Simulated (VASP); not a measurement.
CoO:

```
Co O
1.0
     0.00000    2.13150    2.13150
     2.13150    0.00000    2.13150
     2.13150    2.13150    0.00000
Co O
1 1
Cartesian
  0.0000 0.0000 0.0000
  2.1315 2.1315 2.1315
```

Base run:

```yaml
Program: VASP 6.6.1
Functional: PBE
Potentials_or_basis: VASP PAW PBE potentials, release 64 (Co_sv, O)
Cutoff: 700 eV
k_mesh: 9 × 9 × 9
Occupations: fermi-dirac, width 0.05 eV
Spin: collinear spin, ferromagnetic start
Starting_moments: "[3.0, 0.0] μB"
Fixed_moment: 3 μB
```

Its results: pressure -2.2 GPa; site moments Co +2.57; O +0.32 μB.

Q: After a change of settings the same cell gave: pressure -19.2 GPa; site moments Co +0.51; O -0.03 μB. Which change was it?
A. fixed moment from 3 μB to 4 μB; moments at the start from [3.0, 0.0] to [4.0, 0.0]
B. fixed moment from 3 μB to 2.5 μB; moments at the start from [3.0, 0.0] to [2.5, 0.0]
C. fixed moment from 3 μB to 0.5 μB; moments at the start from [3.0, 0.0] to [0.5, 0.0]

A: C.

Caveats: the total moment is fixed, so each spin has its own Fermi level and the state may be an excited one; a cell with one magnetic atom can't hold antiferromagnetic order, which such compounds often take; the cell stands under tension (at least some runs).
